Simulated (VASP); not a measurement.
HfO2 (fluorite type), 3 atoms in the cell. It takes space group Fm-3m (No. 225, cubic). Conventional cell: a = 4.520 Å, b = 4.520 Å, c = 4.520 Å, α = 90.00°, β = 90.00°, γ = 90.00°. Hf (site symmetry m-3m) has 8 O at 1.96 Å within 2.6 Å. O (site symmetry -43m) has 4 Hf at 1.96 Å and 6 O at 2.26 Å within 2.6 Å. 

| Property | Result |
| --- | --- |
| Program | VASP 6.6.1 |
| Task | single point |
| Functional | PBEsol |
| Potentials or basis | VASP PAW PBE potentials, release 64 (Hf_pv, O) |
| Cutoff | 520 eV |
| k mesh | 11 × 11 × 11 |
| Occupations | fermi-dirac, width 0.1 eV |
| Spin | no spin polarisation |
| Dipole correction | no |
| Further INCAR settings | ALGO = Normal; EDIFF = 1e-06; NBANDS = 18 |

Potentials or basis: VASP PAW PBE potentials, release 64 (Hf_pv, O).

Run with:

```bash
$ cat potpaw_PBE.64/Hf_pv/POTCAR potpaw_PBE.64/O/POTCAR > POTCAR
$ mpirun -np 1 vasp_std > vasp.out
```

Hardware: 1 thread of Intel(R) Xeon(R) Platinum 8488C (Sapphire Rapids), with other jobs on the host.

Question: How long does it take, and how much memory?

Answer: It took 25 s on 1 thread of Intel(R) Xeon(R) Platinum 8488C (Sapphire Rapids), with other jobs on the host, peak memory 0.15 GiB. Counts: scf iterations 13, k points 56.
